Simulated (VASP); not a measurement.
**In2H5: relaxation of cell and atoms with PBE**

In2H5:

```xyz
7
Lattice="-2.7281 2.7281 4.4773 2.7281 -2.7281 4.4773 2.7281 2.7281 -4.4773" Properties=species:S:1:pos:R:3 pbc="T T T"
In    0.0000    0.0000    2.5573
In    0.0000    0.0000    6.3973
H     1.3640    1.3640   -2.2387
H    -1.3640    1.3640    2.2387
H     1.3640   -1.3640    2.2387
H     1.3640    1.3640    2.2387
H     0.0000    0.0000    4.4773
```

| Property | Result |
| --- | --- |
| Program | VASP 6.6.1 |
| Task | relaxation of cell and atoms |
| Functional | PBE |
| Potentials or basis | VASP PAW PBE potentials, release 64 (In_d, H) |
| Cutoff | 600 eV |
| k mesh | 10 × 10 × 10 |
| Occupations | gaussian, width 0.1 eV |
| Spin | no spin polarisation |
| Dipole correction | no |
| Further INCAR settings | ALGO = Normal; EDIFF = 1e-07; IBRION = 2; EDIFFG = -0.01; NSW = 100; ISIF = 3 |

```
Pressure after relaxing      : 0.0 GPa
Largest force after relaxing : 0.010 eV/Å
```

Forces on the atoms (eV/Å):
```
In   0.000  0.000 -0.010
In   0.000  0.000  0.010
H    0.000  0.000  0.000
H    0.000  0.000  0.000
H    0.000  0.000  0.000
H    0.000  0.000  0.000
H    0.000  0.000  0.000
```

Final structure:
```yaml
crystal:
  lattice:
    - [-2.72808, 2.72808, 4.47731]
    - [2.72808, -2.72808, 4.47731]
    - [2.72808, 2.72808, -4.47731]
  atoms:
    - { symbol: In, position: [0.28559, 0.28559, 0.00000] }
    - { symbol: In, position: [0.71441, 0.71441, 0.00000] }
    - { symbol: H, position: [0.00000, 0.00000, 0.50000] }
    - { symbol: H, position: [0.50000, 0.00000, 0.00000] }
    - { symbol: H, position: [0.00000, 0.50000, 0.00000] }
    - { symbol: H, position: [0.50000, 0.50000, 0.50000] }
    - { symbol: H, position: [0.50000, 0.50000, 0.00000] }
```

Levels at points of the mesh, in eV from the Fermi level:
```tsv
k point	band 12	band 13	band 14	band 15	band 16	band 17	band 18	band 19
(0.00, 0.00, 0.00)	-4.39	-4.39	-3.57	-3.14	-0.65	2.06	3.02	3.02
(0.50, 0.00, 0.00)	-6.98	-3.88	-3.10	-3.03	-0.05	1.02	1.78	4.91
(0.50, 0.50, 0.00)	-6.21	-5.00	-4.79	-3.40	2.63	2.73	3.14	4.21
(0.50, 0.50, 0.50)	-6.14	-4.56	-4.56	-1.64	-0.57	3.44	3.61	3.93
```

It took 4.8 min on 1 thread of Intel(R) Xeon(R) Platinum 8259CL CPU @ 2.50GHz (Skylake/Cascade Lake) (shared host), peak memory 0.51 GiB.

Caveat: the relaxation stopped at its first step, so nothing moved; spin-orbit coupling is left out, which moves the levels of the heavy elements.
